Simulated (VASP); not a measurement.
A run of VASP 6.6.1 is set up as follows.

Contents of INCAR:

```
SYSTEM = Pt
ALGO = Normal ; EDIFF = 1E-7
ENCUT = 520 ; GGA = PS
ISIF = 2 ; ISMEAR = -1
LASPH = .True. ; LCHARG = .False.
LREAL = .False. ; LWAVE = .False.
NBANDS = 11 ; NELM = 60
PREC = Accurate ; SIGMA = 0.05
```

Contents of KPOINTS:

```
k-points
0
Gamma
  12 12 12
  0 0 0
```

File POSCAR:

```
Pt
1.0
    0.0000000000      1.9550029407      1.9550029407
    1.9550029407      0.0000000000      1.9550029407
    1.9550029407      1.9550029407      0.0000000000
Pt
1
Direct
    0.0000000000      0.0000000000      0.0000000000
```

Potentials or basis: VASP PAW PBE potentials, release 64 (Pt).

Run with:

```sh
$ cat potpaw_PBE.64/Pt/POTCAR > POTCAR
$ mpirun -np 1 vasp_std > vasp.out
```

What does it give for the band gap on the k mesh?

Zero (band 5 reaches 11.79 eV, above the bottom of band 6 at 9.52 eV).

What does it give for the pressure?

1.6 GPa.

Caveat: the PAW data sets were made with another functional, which shifts forces and pressure a little; spin-orbit coupling is left out, which moves the levels of the heavy elements.
